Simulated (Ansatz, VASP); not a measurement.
## B5Ru: VASP beside Ansatz

```
B Ru
1.0
     3.23548    0.00000    0.00000
    -1.61774    2.80201    0.00000
     0.00000    0.00000    6.57967
B Ru
5 1
Direct
  0.50000 0.00000 0.00000
  0.00000 0.50000 0.00000
  0.50000 0.50000 0.00000
  0.00000 0.00000 0.80945
  0.00000 0.00000 0.19055
  0.00000 0.00000 0.50000
```

Alike in both runs: functional PBE; k mesh 12 × 12 × 6; occupations gaussian, width 0.1 eV; no spin polarisation.

Ansatz relaxed the structure, and its values are those at the end. VASP's run is a single point on that final structure, the one shown.

|  | VASP | Ansatz |
| --- | --- | --- |
| version | VASP 6.6.1 | Ansatz 0.2.0 |
| potentials or method | VASP PAW PBE potentials, release 64 (B, Ru_pv), cutoff 520 eV | scalar-relativistic, plane waves, PAW |
| valence electrons in the cell | 29 | 31 |

```tsv
	VASP	Ansatz	Ansatz less VASP
gap on the k mesh at the Fermi level (eV)	none	none	-
pressure (GPa)	0.0	0.0	0.00
```

A gap of «none» marks a metal or a gap that the smearing closes. VASP's potentials hold 29 valence electrons a cell and Ansatz's 31, so a difference there can come from the potentials and not from the codes.
